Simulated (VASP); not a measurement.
Input of a VASP 6.6.1 run:

INCAR

```
SYSTEM = BN
PREC = Accurate ; ENCUT = 600
EDIFF = 1E-6 ; ISMEAR = -1
SIGMA = 0.05 ; LREAL = .False.
LASPH = .True. ; NELM = 60
ALGO = Normal ; ISIF = 3
LWAVE = .False. ; LCHARG = .False.
GGA = PE ; IBRION = 2
NSW = 80 ; EDIFFG = -0.02
```

The input KPOINTS:

```
regular mesh
0
Gamma
  13 13 13
  0 0 0
```

The input POSCAR:

```
BN
1.0
    0.0000000000      1.8130010000      1.8130010000
    1.8130010000      0.0000000000      1.8130010000
    1.8130010000      1.8130010000      0.0000000000
N B
1 1
Direct
    0.2500000000      0.2500000000      0.2500000000
    0.0000000000      0.0000000000      0.0000000000
```

Potentials or basis: VASP PAW PBE potentials, release 64 (N, B).

Launch:

```bash
$ cat potpaw_PBE.64/N/POTCAR potpaw_PBE.64/B/POTCAR > POTCAR
$ mpirun -np 1 vasp_std > vasp.out
```

(1) Predict the band gap on the k mesh.

Answers

(1) 4.52 eV, indirect (least direct gap 8.78 eV).

Caveat: the relaxation stopped at its first step, so nothing moved.
